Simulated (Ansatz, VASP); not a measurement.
One calculation of Co, two programs

```xyz
2
Lattice="2.5646 0.0000 0.0000 -1.2823 2.2210 0.0000 0.0000 0.0000 4.1627" Properties=species:S:1:pos:R:3 pbc="T T T"
Co    0.0000    1.4807    1.0407
Co    1.2823    0.7403    3.1220
```

Alike in both runs: task single point; functional PBE; k mesh 15 × 15 × 8; collinear spin.

|  | VASP | Ansatz |
| --- | --- | --- |
| version | VASP 6.6.1 | Ansatz 0.2.0 |
| potentials or method | VASP PAW PBE potentials, release 64 (Co), cutoff 520 eV | plane waves, PAW |
| occupations | fermi-dirac, width 0.1 eV | fermi-dirac |
| valence electrons in the cell | 18 | 34 |

|  | VASP | Ansatz | Ansatz less VASP |
| --- | --- | --- | --- |
| net moment per atom (μB) | 1.66 | 1.67 | +0.007 |
| size of the moment on the site where the two differ most (μB) | 1.70 | 1.75 | +0.054 |

Site moments also hang on the region over which each program counts them. VASP's potentials hold 18 valence electrons a cell and Ansatz's 34, so a difference there can come from the potentials and not from the codes.
